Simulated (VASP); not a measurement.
Ag: single point with LDA

Crystal: Ag.

```
Ag
1.0
     2.88620    0.00000    0.00000
    -1.44310    2.49952    0.00000
     0.00000    0.00000   10.00000
Ag
4
Direct
  0.00000 0.00000 0.50000
  0.00000 0.00000 0.00000
  0.66667 0.33333 0.75000
  0.33333 0.66667 0.25000
```

This isn't the form of Ag at room conditions, which is fcc.

```yaml
Program: VASP 6.6.1
Task: single point
Functional: LDA
Potentials_or_basis: VASP PAW LDA potentials, release 64 (Ag)
Cutoff: 520 eV
k_mesh: 11 × 11 × 3
Occupations: fermi-dirac, width 0.05 eV
Spin: no spin polarisation
Dipole_correction: no
Further_INCAR_settings: ALGO = Normal; EDIFF = 1e-06; NBANDS = 30
```

| Item | Value |
| --- | --- |
| Pressure | -11.2 GPa |
| Band gap on the k mesh | zero (bands 22 and 23 overlap by 5.85 eV) |

Stress tensor (GPa, compression positive):
```
-10.33   0.00   0.00
  0.00 -10.33   0.00
  0.00   0.00 -13.06
```

Levels at points of the mesh, in eV from the Fermi level:
```
           k point  band 20  band 21  band 22  band 23  band 24  band 25
(0.00, 0.00, 0.00)    -3.33    -3.33    -3.02    -3.02    -0.70     2.47
```

Wall time 28 s on 1 thread of Intel(R) Xeon(R) 6975P-C (Granite Rapids) (shared host), peak memory 0.19 GiB.

Caveat: the cell stands under tension.
